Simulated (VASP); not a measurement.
Here is a VASP 6.6.1 calculation.

The input INCAR:

```
PREC = Accurate ; ENCUT = 500
EDIFF = 1E-7 ; ISMEAR = 0
SIGMA = 0.02 ; LREAL = F
LASPH = T ; NELM = 200
ALGO = Normal ; ISIF = 4
LWAVE = F ; LCHARG = F
GGA = PE ; IBRION = 2
NSW = 50 ; EDIFFG = -0.01
GGA_COMPAT = F ; NELMIN = 4
LMAXMIX = 6
```

The input KPOINTS:

```
regular mesh
0
Gamma
  6 6 4
```

The input POSCAR:

```
KNd2Sb3
1.0
    4.7393475829      0.0000000000      0.0000000000
   -2.3696737915      4.1043954042      0.0000000000
    0.0000000000      0.0000000000     10.5946365976
K Nd Sb
1 2 3
Direct
    0.6666666667      0.3333333333      0.0000000000
    0.3333333333      0.6666666667      0.3289515426
    0.3333333333      0.6666666667      0.6710484574
    0.0000000000      0.0000000000      0.5000000000
    0.0000000000      0.0000000000      0.7991554930
    0.0000000000      0.0000000000      0.2008445070
```

Potentials or basis: VASP PAW PBE potentials, release 64 (K_sv, Nd_3, Sb), 4f in core.

Run with:

```bash
$ cat potpaw_PBE.64/K_sv/POTCAR potpaw_PBE.64/Nd_3/POTCAR potpaw_PBE.64/Sb/POTCAR > POTCAR
$ mpirun -np 1 vasp_std > vasp.out
```

Task: Estimate the band gap on the k mesh.

Result: 0.47 eV (least direct gap 0.74 eV).

Forces in eV/Å, atoms in the order of the input:
```
K    0.000  0.000  0.000
Nd   0.000  0.000  0.000
Nd   0.000  0.000  0.000
Sb   0.000  0.000  0.000
Sb   0.000  0.000  0.003
Sb   0.000  0.000 -0.003
```

Caveat: spin-orbit coupling is left out, which moves the levels of the heavy elements; the 4f electrons are frozen in the core, so they carry no moment and show no levels. Spin polarisation is off, so any magnetic state and its effect on volume and gap are missing.
